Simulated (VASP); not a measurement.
# LiH (Fm-3m) in VASP: G0W0 quasiparticle levels with r2SCAN

Aim: the G0W0 quasiparticle levels of LiH with r2SCAN.

All numbers are computed with VASP 6.6.1; they aren't measurements. Logs are shortened: lines on timing, memory, paths and dates and some standing lists are left out, and cuts for length are marked.

## (1) The cell of the first run

The structure is cubic, space group Fm-3m (No. 225). The conventional cell has a = 4.006 Å, b = 4.006 Å, c = 4.006 Å, α = 90.00°, β = 90.00°, γ = 90.00°. Li (site symmetry m-3m) has 6 H at 2.00 Å within 2.7 Å. H (site symmetry m-3m) has 6 Li at 2.00 Å within 2.7 Å.

## (2) G0W0 quasiparticle levels, r2SCAN

The input, POSCAR:

```
LiH
1.0
    0.0000000000      2.0029948929      2.0029948929
    2.0029948929      0.0000000000      2.0029948929
    2.0029948929      2.0029948929      0.0000000000
Li H
1 1
Direct
    0.0000000000      0.0000000000      0.0000000000
    0.5000000000      0.5000000000      0.5000000000
```

The input, INCAR.step1:

```
PREC = Accurate ; ENCUT = 500
EDIFF = 1E-8 ; ISMEAR = 0
SIGMA = 0.01 ; LREAL = F
LASPH = T ; NELM = 80
ALGO = Normal ; LWAVE = T
LCHARG = F ; METAGGA = R2SCAN
LMIXTAU = T
```

The input, INCAR.step2:

```
PREC = Accurate ; ENCUT = 500
EDIFF = 1E-8 ; ISMEAR = 0
SIGMA = 0.01 ; LREAL = F
LASPH = T ; NELM = 1
ALGO = Exact ; LWAVE = T
LCHARG = F ; METAGGA = R2SCAN
LMIXTAU = T ; NBANDS = 61
LOPTICS = T ; ISTART = 1
```

The input, INCAR.step3:

```
PREC = Accurate ; ENCUT = 500
EDIFF = 1E-8 ; ISMEAR = 0
SIGMA = 0.01 ; LREAL = F
LASPH = T ; ALGO = EVGW0
LWAVE = F ; LCHARG = F
METAGGA = R2SCAN ; LMIXTAU = T
NELMGW = 1 ; NBANDS = 61
ENCUTGW = 140.0 ; NOMEGA = 96
PRECFOCK = Fast ; ISTART = 1
NBANDSGW = 9 ; OMEGAMAX = 20
```

The input, KPOINTS:

```
regular mesh
0
Gamma
  6 6 6
```

Potentials or basis: VASP PAW PBE potentials, release 64 (Li_GW, H_GW).

Started as:

```
> cat potpaw_PBE.64/Li_GW/POTCAR potpaw_PBE.64/H_GW/POTCAR > POTCAR
> cp INCAR.step1 INCAR
> mpirun -np 1 vasp_std > vasp.out
> cp INCAR.step2 INCAR
> mpirun -np 1 vasp_std > vasp.out
> cp INCAR.step3 INCAR
> mpirun -np 1 vasp_std > vasp.out
```

OUTCAR:

```text
PREC = Accurate
   ENCUT = 500
   EDIFF = 1E-8
   ISMEAR = 0
   LREAL = F
   LASPH = T
   METAGGA = R2SCAN
   NELMGW = 1
   ENCUTGW = 140.0
   PRECFOCK = Fast
   ISTART = 1

 ion  position               nearest neighbor table
   1  0.000  0.000  0.000-   2 2.00   2 2.00   2 2.00   2 2.00   2 2.00   2 2.00
   2  0.500  0.500  0.500-   1 2.00   1 2.00   1 2.00   1 2.00   1 2.00   1 2.00

  LATTYP: Found a face centered cubic cell.
 ALAT       =     4.0059897858

  Lattice vectors:

 A1 = (   0.0000000000,   2.0029948929,   2.0029948929)
 A2 = (   2.0029948929,   0.0000000000,   2.0029948929)
 A3 = (   2.0029948929,   2.0029948929,   0.0000000000)

Analysis of symmetry for initial positions (statically):
=====================================================================
 Subroutine PRICEL returns:
 Original cell was already a primitive cell.

 Routine SETGRP: Setting up the symmetry group for a
 face centered cubic supercell.

 Subroutine GETGRP returns: Found 48 space group operations
 (whereof 48 operations were pure point group operations)
 out of a pool of 48 trial point group operations.

The static configuration has the point symmetry O_h .

Analysis of symmetry for dynamics (positions and initial velocities):
=====================================================================
 Subroutine PRICEL returns:
 Original cell was already a primitive cell.

 Routine SETGRP: Setting up the symmetry group for a
 face centered cubic supercell.

 Subroutine GETGRP returns: Found 48 space group operations
 (whereof 48 operations were pure point group operations)
 out of a pool of 48 trial point group operations.

The dynamic configuration has the point symmetry O_h .

 Subroutine INISYM returns: Found 48 space group operations
 (whereof 48 operations are pure point group operations),
 and found     1 'primitive' translations

----------------------------------------------------------------------------------------

                                     Primitive cell

  volume of cell :      16.0720

  direct lattice vectors                    reciprocal lattice vectors
     0.000000000  2.002994893  2.002994893    -0.249626198  0.249626198  0.249626198
     2.002994893  0.000000000  2.002994893     0.249626198 -0.249626198  0.249626198
     2.002994893  2.002994893  0.000000000     0.249626198  0.249626198 -0.249626198

  length of vectors
     2.832662543  2.832662543  2.832662543     0.432365258  0.432365258  0.432365258

  position of ions in fractional coordinates (direct lattice)
     0.000000000  0.000000000  0.000000000
     0.500000000  0.500000000  0.500000000

  ion indices of the primitive-cell ions
   primitive index   ion index
                 1           1
                 2           2

----------------------------------------------------------------------------------------

 KPOINTS: regular mesh

Automatic generation of k-mesh.
 Grid dimensions read from file:
 generate k-points for:    6    6    6

 Generating k-lattice:

  Cartesian coordinates                     Fractional coordinates (reciprocal lattice)
    -0.041604366  0.041604366  0.041604366     0.166666667  0.000000000  0.000000000
     0.041604366 -0.041604366  0.041604366     0.000000000  0.166666667  0.000000000
     0.041604366  0.041604366 -0.041604366     0.000000000  0.000000000  0.166666667

  Length of vectors
     0.072060876  0.072060876  0.072060876

  Shift w.r.t. Gamma in fractional coordinates (k-lattice)
     0.000000000  0.000000000  0.000000000

 Subroutine IBZKPT returns following result:
 ===========================================

 Found     16 irreducible k-points:

 Following reciprocal coordinates:
            Coordinates               Weight
  0.000000  0.000000  0.000000      1.000000
  0.166667  0.000000  0.000000      8.000000
  0.333333  0.000000  0.000000      8.000000
  0.500000  0.000000  0.000000      4.000000
  0.166667  0.166667  0.000000      6.000000
  0.333333  0.166667  0.000000     24.000000
[... 8 lines left out ...]
 -0.333333  0.333333  0.166667     24.000000
 -0.333333  0.500000  0.166667     12.000000
   k-points           NKPTS =     16   k-points in BZ     NKDIM =    216   number of bands    NBANDS=     61
   number of dos      NEDOS =    301   number of ions     NIONS =      2
   total plane-waves  NPLWV =  13824
   dimension x,y,z NGX =    24 NGY =   24 NGZ =   24
   dimension x,y,z NGXF=    48 NGYF=   48 NGZF=   48
   ions per type =               1   1
   NGX,Y,Z   is equivalent  to a cutoff of  14.09, 14.09, 14.09 a.u.
   NGXF,Y,Z  is equivalent  to a cutoff of  28.17, 28.17, 28.17 a.u.
 SYSTEM =  unknown system
   PREC   = accura    normal or accurate (medium, high low for compatibility)
   ISTART =      1    job   : 0-new  1-cont  2-samecut
   ICHARG =      0    charge: 1-file 2-atom 10-const
   ISPIN  =      1    spin polarized calculation?
   LNONCOLLINEAR =      F non collinear calculations
   LSORBIT =      F    spin-orbit coupling
   LASPH  =      T    aspherical Exc in radial PAW
   ENCUT  =  500.0 eV  36.75 Ry    6.06 a.u.   5.16  5.16  5.16*2*pi/ulx,y,z
   NELM   =     60;   NELMIN=  2; NELMDL=  0     # of ELM steps
   EDIFF  = 0.1E-07   stopping-criterion for ELM
   LREAL  =      F    real-space projection
   EDIFFG = 0.1E-06   stopping-criterion for IOM
   NSW    =      0    number of steps for IOM
   IBRION =     -1    ionic relax: 0-MD 1-quasi-New 2-CG
   NFREE  =      0    steps in history (QN), initial steepest desc. (CG)
   ISIF   =      0    stress and relaxation
   ISYM   =      3    0-nonsym 1-usesym 2-fastsym
   POTIM  = 0.5000    time-step for ionic-motion
   TEBEG  =    0.0;   TEEND  =   0.0 temperature during run
   PSTRESS=    0.0 pullay stress
   NELECT =       2.0000    total number of electrons
   NUPDOWN=      -1.0000    fix difference up-down
   EMIN   =  10.00;   EMAX   =-10.00  energy-range for DOS
   EFERMI =   0.00;   METHOD = LEGACY
   ISMEAR =     0;   SIGMA  =   0.01  broadening in eV -4-tet -1-fermi 0-gaus
   EFERMI_NEDOS =   21; number of points for ismear=-14 and -15
   IALGO  =     38    algorithm
   IMIX   =      4    mixing-type and parameters
     AMIX     =   0.40;   BMIX     =  1.00
     AMIX_MAG =   1.60;   BMIX_MAG =  1.00
  volume/ion in A,a.u.               =       8.04        54.23
  Fermi-wavevector in a.u.,A,eV,Ry     =   0.817325  1.544521  9.088975  0.668021
  Thomas-Fermi vector in A             =   1.927753
   LORBIT       =      0    0 simple, 1 ext, 2 COOP (PROOUT), +10 PAW based schemes
   METAGGA = R2SCAN    functional components
   LHFCALC =     T    Hartree Fock is set to
   PRECFOCK=fast      Normal, Fast or Accurate (Low or Medium for compatibility)
   ENCUT4O =  -1.0   cutoff for four orbital integrals eV
   NKREDX  =     1    reduce k-point grid by
   NKREDY  =     1    reduce k-point grid by
   NKREDZ  =     1    reduce k-point grid by
   AEXX    =    1.0000 exact exchange contribution
   HFSCREEN=    0.0000 screening length (either q_TF or 0.3 A-1)
   HFSCREENC=   0.0000 screening length for correlation (either q_TF or 0.3 A-1)
   ENCUTFOCK=  -1.0 apply spherical cutoff to Coloumb kernel
   IVDW    =     0    specifies the selected vdW correction
   LEPSILON=     F    determine dielectric tensor
   LRPA    =     F    only Hartree local field effects (RPA)
   LRPAFORCE           =     F    calculate RPA forces
   ENCUTGW             = 140.0    cutoff for response function in eV
   ENCUTGWSOFT         = 112.0    soft cutoff for Coulomb kernel in GW response function in eV
   ENCUTLF             =  -1.0    cutoff for local field effects
   NELMGW              =     1    number of iterations in solving QP/BSE equation
   NELMHF              =     1    number of iterations in the inner HF iteration
   NKREDLFX            =     1    NKREDLFY  =   1   NKREDLFZ  =   1
 non-spin polarized calculation
 Gauss-broadening in eV      SIGMA  =   0.01
  energy-cutoff  :      500.00
  volume of cell :       16.07
 maximum number of plane-waves:       419
 NGX is ok and might be reduce to    24
  NGX = 12; NGY = 12; NGZ = 12
   NGX = 11   NGY = 11   NGZ = 11
 maximum number of plane-waves:        70

 QP shifts <psi_nk| G(iteration)W_0 |psi_nk>: iteration 1
 for sc-GW calculations column KS-energies equals QP-energies in previous step
 and V_xc(KS)=  KS-energies - (<T + V_ion + V_H > + <T+V_H+V_ion>^1  + <V_x>^1)

 k-point   1 :       0.0000    0.0000    0.0000
  band No.  KS-energies  QP-energies   sigma(KS)   V_xc(KS)     V^pw_x(r,r')   Z            occupation Imag(sigma)

      1      -8.4952      -9.8893     -11.8774      -9.8395     -15.2881       0.6841       2.0000       0.1515
      2      14.5759      14.6638     -10.1395     -10.2655      -4.1664       0.6972       0.0000      -0.8764
      3      16.2308      16.7442      -6.4044      -7.0688      -1.4463       0.7728       0.0000      -0.5168
      4      16.2308      16.7442      -6.4044      -7.0688      -1.4463       0.7728       0.0000      -0.5168
      5      16.2308      16.7442      -6.4044      -7.0688      -1.4463       0.7728       0.0000      -0.5168
      6      21.0277      20.6179      -6.6391      -6.2183      -1.0843       0.9742       0.0000      -2.1105
      7      21.0277      20.6179      -6.6391      -6.2183      -1.0843       0.9742       0.0000      -2.1105
      8      21.0277      20.6179      -6.6391      -6.2183      -1.0843       0.9742       0.0000      -2.1105
      9      22.9622      22.6613      -5.7645      -5.4052      -0.7831       0.8377       0.0000      -1.7308

 k-point   2 :       0.1667    0.0000    0.0000
  band No.  KS-energies  QP-energies   sigma(KS)   V_xc(KS)     V^pw_x(r,r')   Z            occupation Imag(sigma)

      1      -7.9793      -9.3959     -11.8943      -9.8827     -15.0784       0.7042       2.0000       0.1279
      2      10.5215      10.8942      -7.6520      -8.1454      -2.8489       0.7554       0.0000      -0.3147
      3      14.4897      14.5619      -8.5347      -8.6333      -2.9282       0.7317       0.0000      -0.8260
      4      15.3746      15.7603      -6.4185      -6.9170      -1.4317       0.7738       0.0000      -0.5632
      5      15.3746      15.7603      -6.4185      -6.9170      -1.4317       0.7738       0.0000      -0.5632
      6      21.1804      21.0641      -6.1461      -6.0043      -0.9197       0.8205       0.0000      -1.4707
      7      22.3274      22.5808      -6.3776      -6.6534      -1.1513       0.9189       0.0000      -1.7928
      8      22.3274      22.5808      -6.3776      -6.6534      -1.1513       0.9189       0.0000      -1.7928
      9      23.8884      24.2668      -6.5649      -6.9870      -1.4122       0.8964       0.0000      -2.1944
[... 170 lines left out ...]
 k-point  16 :      -0.3333    0.5000    0.1667
  band No.  KS-energies  QP-energies   sigma(KS)   V_xc(KS)     V^pw_x(r,r')   Z            occupation Imag(sigma)

      1      -3.1110      -4.3397     -13.1938     -11.6053     -14.7871       0.7735       2.0000       0.0376
      2       1.7328       2.2559      -6.3952      -7.0461      -3.0228       0.8037       0.0000      -0.0592
      3       4.8675       5.3747      -6.3362      -6.9817      -2.4504       0.7857       0.0000      -0.0817
      4       9.4884       9.8926      -6.6389      -7.1693      -2.1612       0.7620       0.0000      -0.2017
      5      16.0745      16.1666      -7.1177      -7.2392      -1.7331       0.7581       0.0000      -0.7307
      6      18.2403      18.0732      -6.4785      -6.2655      -1.1580       0.7846       0.0000      -1.3977
      7      27.7181      27.9154      -5.7588      -5.9729      -0.8056       0.9214       0.0000      -2.0723
      8      27.7656      28.6251      -6.4578      -7.3640      -1.4157       0.9484       0.0000      -2.2278
      9      34.5037      36.2188      -5.7292      -7.5767      -1.1020       0.9284       0.0000      -2.0939
```

Run time: 2.5 min. Hardware: 1 thread of Intel Xeon Platinum 8375C at 2.90GHz (Ice Lake), shared host; peak memory 0.28 GiB.

What came out:

| Property | Result |
| --- | --- |
| Quasiparticle gap | 5.35 eV |
| Least direct quasiparticle gap | 5.35 eV |
| Band gap of the starting levels on the mesh | 3.62 eV |
| Least direct gap of the starting levels on the mesh | 3.62 eV |

Caveat: the k points lie up to 0.45 Å⁻¹ apart; bands, screening cutoff and mesh are small and nothing is extrapolated, so the quasiparticle values aren't converged.
